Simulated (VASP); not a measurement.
# SnO2 (P4_2/mnm) in VASP: a series of runs, part 2 of 2

VASP 6.6.1. The steps go on from the part before.

### Step 4. Single point, r2SCAN

This run uses another cell than the first one, of 12.08 Å³/atom.

Contents of POSCAR:

```
SnO2
1.0
    4.7592005648      0.0000000000      0.0000000000
    0.0000000000      4.7592005648      0.0000000000
    0.0000000000      0.0000000000      3.2012699643
Sn O
2 4
Direct
    0.5000000000      0.5000000000      0.5000000000
    0.0000000000      0.0000000000      0.0000000000
    0.1940616415      0.8059383585      0.5000000000
    0.8059383585      0.1940616415      0.5000000000
    0.3059383585      0.3059383585      0.0000000000
    0.6940616415      0.6940616415      0.0000000000
```

Contents of INCAR.step1:

```
SYSTEM = SnO2
  PREC = Accurate
  ENCUT = 520
  ISMEAR = 0
  SIGMA = 0.02
  LREAL = .FALSE.
  LASPH = .TRUE.
  NELM = 80
  NBANDS = 35
  GGA = PE
  ALGO = Normal
  EDIFF = 1E-4
  LWAVE = .TRUE.
  LCHARG = .FALSE.
```

Contents of INCAR.step2:

```
SYSTEM = SnO2
  PREC = Accurate
  ENCUT = 520
  EDIFF = 1E-6
  ISMEAR = 0
  SIGMA = 0.02
  LREAL = .FALSE.
  LASPH = .TRUE.
  NELM = 80
  ALGO = Normal
  ISIF = 2
  LWAVE = .FALSE.
  LCHARG = .TRUE.
  METAGGA = R2SCAN
  LMIXTAU = .TRUE.
  LELF = .TRUE.
  LVHAR = .TRUE.
  NBANDS = 35
  ISTART = 1
```

Contents of KPOINTS:

```
regular mesh
0
G
  6 6 8
  0 0 0
```

Launch:

```sh
> cat potpaw_PBE.64/Sn_d/POTCAR potpaw_PBE.64/O/POTCAR > POTCAR
> cp INCAR.step1 INCAR
> mpirun -np 1 vasp_std > vasp.out
> cp INCAR.step2 INCAR
> mpirun -np 1 vasp_std > vasp.out
```

Wall time 8.1 min (1 thread of Intel Xeon 8259CL, shared host); peak memory 0.24 GiB.

It converged, with:

```
Free energy            : -84.6295 eV
Pressure               : 1.1 GPa
Largest force          : 0.032 eV/Å
Band gap on the k mesh : 1.80 eV
```

Forces in eV/Å, atoms in the order of the input:
```
Sn   0.000  0.000  0.000
Sn   0.000  0.000  0.000
O    0.022 -0.022  0.000
O   -0.022  0.022  0.000
O   -0.022 -0.022  0.000
O    0.022  0.022  0.000
```

Stress tensor (GPa, compression positive):
```
0.97 0.00 0.00
0.00 0.97 0.00
0.00 0.00 1.42
```

Levels at points of the mesh, in eV from the valence-band top:
```
           k point  band 23  band 24  band 25  band 26  band 27  band 28  band 29  band 30
(0.00, 0.00, 0.00)    -1.22    -0.78    -0.78     0.00     1.80     6.81     7.05     7.05
(0.50, 0.00, 0.00)    -1.17    -1.17    -0.62    -0.62     5.01     5.01     7.80     7.80
(0.50, 0.50, 0.00)    -1.30    -1.30    -0.92    -0.92     5.44     5.44     8.22     8.22
(0.00, 0.00, 0.50)    -1.67    -1.67    -1.27    -1.27     6.87     6.87    10.53    10.53
(0.50, 0.00, 0.50)    -1.11    -1.11    -0.69    -0.69     7.15     7.15     8.85     8.85
(0.50, 0.50, 0.50)    -0.96    -0.96    -0.85    -0.85     5.53     5.53     9.65     9.65
```

Caveat: the PAW data sets were made with another functional, which shifts forces and pressure a little; spin-orbit coupling is left out, which moves the levels of the heavy elements.

### Step 5. Single point, r2SCAN

This run uses another cell than the first one, of 12.08 Å³/atom.

POSCAR is that of step 4.

Contents of INCAR.step1:

```
PREC     = Accurate       # precision mode
ENCUT    = 520            # plane-wave cutoff, eV
ISMEAR   = 0              # smearing method
SIGMA    = 0.02           # smearing width, eV
LREAL    = False          # projectors in reciprocal space
LASPH    = True           # aspherical terms in the spheres
NELM     = 60             # most SCF steps
NBANDS   = 35             # bands
GGA      = PE             # functional
ALGO     = Normal         # electronic algorithm
EDIFF    = 1E-4           # SCF threshold, eV
LWAVE    = True           # write WAVECAR
LCHARG   = False          # write CHGCAR
```

Contents of INCAR.step2:

```
PREC     = Accurate       # precision mode
ENCUT    = 520            # plane-wave cutoff, eV
EDIFF    = 1E-6           # SCF threshold, eV
ISMEAR   = 0              # smearing method
SIGMA    = 0.02           # smearing width, eV
LREAL    = False          # projectors in reciprocal space
LASPH    = True           # aspherical terms in the spheres
NELM     = 60             # most SCF steps
ALGO     = Normal         # electronic algorithm
ISIF     = 2              # what is computed and relaxed
LWAVE    = False          # write WAVECAR
LCHARG   = False          # write CHGCAR
METAGGA  = R2SCAN         # meta-GGA
LMIXTAU  = True         
NBANDS   = 35             # bands
ISTART   = 1
```

Contents of KPOINTS:

```
Automatic mesh
0
Gamma
  6 6 8
```

Launch:

```sh
> cat potpaw_PBE.64/Sn_d/POTCAR potpaw_PBE.64/O/POTCAR > POTCAR
> cp INCAR.step1 INCAR
> mpirun -np 1 vasp_std > vasp.out
> cp INCAR.step2 INCAR
> mpirun -np 1 vasp_std > vasp.out
```

Wall time 8.2 min (1 thread of Intel Xeon 8259CL, shared host); peak memory 0.24 GiB.

Results (log left out):

| Property | Result |
| --- | --- |
| Free energy | -84.6295 eV |
| Pressure | 1.1 GPa |
| Largest force | 0.032 eV/Å |
| Band gap on the k mesh | 1.80 eV |

Forces in eV/Å, atoms in the order of the input:
```
Sn   0.000  0.000  0.000
Sn   0.000  0.000  0.000
O    0.022 -0.022  0.000
O   -0.022  0.022  0.000
O   -0.022 -0.022  0.000
O    0.022  0.022  0.000
```

Stress tensor (GPa, compression positive):
```
0.97 0.00 0.00
0.00 0.97 0.00
0.00 0.00 1.42
```

Levels at points of the mesh, in eV from the valence-band top:
| k point | band 22 | band 23 | band 24 | band 25 | band 26 | band 27 | band 28 | band 29 | band 30 | band 31 |
| --- | --- | --- | --- | --- | --- | --- | --- | --- | --- | --- |
| (0.00, 0.00, 0.00) | -1.22 | -1.22 | -0.78 | -0.78 | 0.00 | 1.80 | 6.81 | 7.05 | 7.05 | 11.11 |
| (0.50, 0.00, 0.00) | -1.97 | -1.17 | -1.17 | -0.62 | -0.62 | 5.01 | 5.01 | 7.80 | 7.80 | 11.89 |
| (0.50, 0.50, 0.00) | -1.96 | -1.30 | -1.30 | -0.92 | -0.92 | 5.44 | 5.44 | 8.22 | 8.22 | 11.93 |
| (0.00, 0.00, 0.50) | -2.59 | -1.67 | -1.67 | -1.27 | -1.27 | 6.87 | 6.87 | 10.53 | 10.53 | 11.55 |
| (0.50, 0.00, 0.50) | -1.73 | -1.11 | -1.11 | -0.69 | -0.69 | 7.15 | 7.15 | 8.85 | 8.85 | 11.93 |
| (0.50, 0.50, 0.50) | -2.35 | -0.96 | -0.96 | -0.85 | -0.85 | 5.53 | 5.53 | 9.65 | 9.65 | 11.91 |

Caveat: the PAW data sets were made with another functional, which shifts forces and pressure a little; spin-orbit coupling is left out, which moves the levels of the heavy elements.

### Step 6. Relaxation of cell and atoms, r2SCAN, target pressure -1 GPa, at which the enthalpy is minimised

This run uses another cell than the first one, of 12.21 Å³/atom.

Edit POSCAR of step 5 so:

```diff
@@ -2,5 +2,5 @@
 1.0
-    4.7592005648      0.0000000000      0.0000000000
-    0.0000000000      4.7592005648      0.0000000000
-    0.0000000000      0.0000000000      3.2012699643
+    4.7751880794      0.0000000000      0.0000000000
+    0.0000000000      4.7751880794      0.0000000000
+    0.0000000000      0.0000000000      3.2120239449
 Sn O
```

Contents of INCAR.step1:

```
ALGO = Normal
EDIFF = 1E-4
ENCUT = 600
GGA = PE
ISMEAR = 0
LASPH = T
LCHARG = F
LREAL = F
LWAVE = T
NELM = 80
PREC = Accurate
SIGMA = 0.02
```

Contents of INCAR.step2:

```
ALGO = Normal
EDIFF = 1E-7
EDIFFG = -0.008
ENCUT = 600
IBRION = 2
ISIF = 3
ISMEAR = 0
ISTART = 1
LASPH = T
LCHARG = F
LMIXTAU = T
LREAL = F
LWAVE = F
METAGGA = R2SCAN
NELM = 80
NSW = 70
PREC = Accurate
PSTRESS = -10.0
SIGMA = 0.02
```

Contents of KPOINTS:

```
k-points
0
Gamma
  6 6 8
```

Potentials or basis: VASP PAW PBE potentials, release 64 (Sn_d, O).

Launch:

```sh
> cat potpaw_PBE.64/Sn_d/POTCAR potpaw_PBE.64/O/POTCAR > POTCAR
> cp INCAR.step1 INCAR
> mpirun -np 1 vasp_std > vasp.out
> cp INCAR.step2 INCAR
> mpirun -np 1 vasp_std > vasp.out
```

OUTCAR:

```text
EDIFF = 1E-7
   EDIFFG = -0.008
   ENCUT = 600
   IBRION = 2
   ISIF = 3
   ISMEAR = 0
   ISTART = 1
   LASPH = T
   LREAL = F
   METAGGA = R2SCAN
   NELM = 80
   NSW = 70
   PREC = Accurate
   PSTRESS = -10.0

 ion  position               nearest neighbor table
   1  0.500  0.500  0.500-   3 2.07   4 2.07   5 2.07   6 2.07   5 2.07   6 2.07   2 3.74   2 3.74
                             2 3.74   2 3.74   2 3.74   2 3.74   2 3.74   2 3.74
   2  0.000  0.000  0.000-   5 2.07   6 2.07   3 2.07   4 2.07   3 2.07   4 2.07   1 3.74   1 3.74
                             1 3.74   1 3.74   1 3.74   1 3.74   1 3.74   1 3.74
   3  0.194  0.806  0.500-   1 2.07   2 2.07   2 2.07
   4  0.806  0.194  0.500-   1 2.07   2 2.07   2 2.07
   5  0.306  0.306  0.000-   2 2.07   1 2.07   1 2.07
   6  0.694  0.694  0.000-   2 2.07   1 2.07   1 2.07

  LATTYP: Found a simple tetragonal cell.
[... 278 lines left out ...]

 number of electron      52.0000007 magnetization

 Free energy of the ion-electron system (eV)
  ---------------------------------------------------
  ext. energy  EPLUGINS =         0.00000000
  ---------------------------------------------------
  free energy    TOTEN  =       -84.64612425 eV

  energy without entropy =      -84.64612425  energy(sigma->0) =      -84.64612425

 E-fermi :   5.5731     XC(G=0): -11.9173

 val. band max:        5.4523645577   @ k =   0.0000   0.0000   0.0000
 cond. band min:       7.1407224344   @ k =   0.0000   0.0000   0.0000
 fundamental gap:      1.6883578767
 Fermi energy:         5.5731116107

 k-point     1 :       0.0000    0.0000    0.0000
  band No.  band energies     occupation
      1     -16.2677      2.00000
      2     -15.3739      2.00000
      3     -15.0941      2.00000
      4     -15.0941      2.00000
      5     -15.0733      2.00000
      6     -15.0296      2.00000
[... 805 lines left out ...]
     30      14.9153      0.00000
     31      15.7418      0.00000

 [... further k-points ...]
[... 5 lines left out ...]
  --------------------------------------------------------------------------------------
  -------------------------------------------------------------------------------------
  Total       -0.4567998     -0.4567998     -0.4732994      0.0000000      0.0000000      0.0000000
  in kB      -10.0021120    -10.0021120    -10.3633887      0.0000000      0.0000000      0.0000000
  external PRESSURE =      -0.1225376 kB  Pullay stress =     -10.0000000 kB
[... 25 lines left out ...]
  energy  without entropy=      -84.6461242489  energy(sigma->0) =      -84.64612425

  enthalpy is  TOTEN    =       -85.1028275742 eV   P V=       -0.4567033253

 reached required accuracy - stopping structural energy minimisation
```

It took 22 min on 1 thread of Oxide Virtual Turin-like, shared host; peak memory 0.26 GiB.

Results:

```yaml
Free_energy: -84.6461 eV
Relaxed_volume: 12.20 Å³/atom
Relaxed_cell: a = 4.774 Å, b = 4.774 Å, c = 3.211 Å, α = 90.00°, β = 90.00°, γ = 90.00°
Space_group_after_relaxing_to_0.1_Å: P4_2/mnm (No. 136)
Energy_change_on_relaxing_the_run_minimises_the_enthalpy: -0.1 meV/atom
Ionic_steps: 3
Pressure_after_relaxing: -1.0 GPa
Band_gap_on_the_k_mesh: 1.69 eV
```

Step by step:
```tsv
step	energy change (eV)	largest force (eV/Å)	pressure (GPa)	volume (Å³)
1	0.0000	0.0042	-1.23	73.24
2	-0.0011	0.0112	-0.66	73.05
3	-0.0005	0.0014	-1.01	73.17
```

Final structure:
```xyz
6
Lattice="4.7740 0.0000 0.0000 0.0000 4.7740 0.0000 0.0000 0.0000 3.2106" Properties=species:S:1:pos:R:3 pbc="T T T"
Sn    2.3870    2.3870    1.6053
Sn    0.0000    0.0000    0.0000
O     0.9264    3.8476    1.6053
O     3.8476    0.9264    1.6053
O     1.4606    1.4606    0.0000
O     3.3134    3.3134    0.0000
```

Caveat: the cell is relaxed towards a set pressure, so the run minimises the enthalpy, not the energy; the PAW data sets were made with another functional, which shifts forces and pressure a little; spin-orbit coupling is left out, which moves the levels of the heavy elements.

### Step 7. Overview

| task | cell | cutoff (eV) | gap on the mesh (eV) | pressure (GPa) | largest force (eV/Å) |
| --- | --- | --- | --- | --- | --- |
| single point | a = 4.752, b = 4.752, c = 3.197 Å, 6 atoms | 520 | 1.85 | 2.1 | 0.03 |
| single point | a = 4.759, b = 4.759, c = 3.201 Å, 6 atoms | 520 | 1.80 | 1.1 | 0.03 |
| relaxation of cell and atoms | relaxed to -1 GPa from a = 4.775, b = 4.775, c = 3.212 Å, 6 atoms | 600 | 1.69 | -1.0 | - |

Alike in all rows: level r2SCAN; potentials or basis VASP PAW PBE potentials, release 64 (Sn_d, O); no spin polarisation; k mesh 6 × 6 × 8; smearing gaussian 0.02 eV.

Caveats: the PAW data sets were made with another functional, which shifts forces and pressure a little; spin-orbit coupling is left out, which moves the levels of the heavy elements; the cell is relaxed towards a set pressure, so the run minimises the enthalpy, not the energy (at least some runs).

Absolute energies hang on the potentials; compare differences alone.
